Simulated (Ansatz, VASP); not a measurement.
## SrTiO3 in VASP and in Ansatz

```xyz
10
Lattice="-2.7555 2.7555 3.8980 2.7555 -2.7555 3.8980 2.7555 2.7555 -3.8980" Properties=species:S:1:pos:R:3 pbc="T T T"
Sr    0.0000    2.7555    1.9490
Sr    2.7555    0.0000    1.9490
Ti    0.0000    0.0000    0.0000
Ti    0.0000    0.0000    3.8980
O     0.0000    0.0000    1.9490
O     0.0000    0.0000    5.8470
O     1.2583    4.0138    0.0000
O     1.4972    1.2583    0.0000
O     1.4972   -1.2583    3.8980
O     1.2583    1.4972    3.8980
```

Alike in both runs: functional PBE; k mesh 8 × 8 × 8; occupations fermi-dirac, width 0.02 eV; no spin polarisation.

Ansatz relaxed the structure, and its values are those at the end. VASP's run is a single point on that final structure, the one shown.

|  | VASP | Ansatz |
| --- | --- | --- |
| version | VASP 6.6.1 | Ansatz 0.2.0 |
| potentials or method | VASP PAW PBE potentials, release 64 (Sr_sv, Ti_sv, O) | plane-wave PAW, scalar-relativistic |
| plane-wave cutoff (eV) | 520 | 420 |
| valence electrons in the cell | 80 | 80 |

```csv
,VASP,Ansatz,Ansatz less VASP
gap on the k mesh at the Fermi level (eV),1.95,1.98,+0.030
pressure (GPa),5.8,5.2,-0.68
rms of the force components (eV/Å),0.002,0.004,+0.0017
```

Ansatz's warnings: stress scf threshold loose.
